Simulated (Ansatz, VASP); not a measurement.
# Ti5O: VASP beside Ansatz

```xyz
6
Lattice="2.9358 0.0000 0.0000 -1.4679 2.5425 0.0000 0.0000 0.0000 28.2724" Properties=species:S:1:pos:R:3 pbc="T T T"
Ti    1.4679    0.8475    8.5000
Ti    0.0000    1.6950   10.8181
Ti    1.4750    0.8434   13.1876
Ti    0.0012    1.6943   15.4701
Ti    1.7298    0.6963   17.9667
O     0.2770   -0.1599   18.8184
```

Alike in both runs: task single point; functional r2SCAN; k mesh 12 × 12 × 1; no spin polarisation.

|  | VASP | Ansatz |
| --- | --- | --- |
| version | VASP 6.6.1 | Ansatz 0.2.0 |
| potentials or method | VASP PAW PBE potentials, release 64 (Ti_sv, O), cutoff 580 eV | scalar-relativistic, plane waves, PAW |
| occupations | tetrahedron | tetrahedron-uncorrected |
| valence electrons in the cell | 66 | 66 |

Ansatz gave:

```
gap on the k mesh at the Fermi level (eV) : none
rms of the force components (eV/Å)        : 0.188
```

Question: Estimate VASP's values.

Answer: gap on the k mesh at the Fermi level (eV): none; rms of the force components (eV/Å): 0.187.

VASP's potentials were made for PBE, not for r2SCAN. Atom by atom the forces differ by 0.044 eV/Å (rms over components). A gap of «none» marks a metal or a gap that the smearing closes. Ansatz's warnings: band table not solved further.
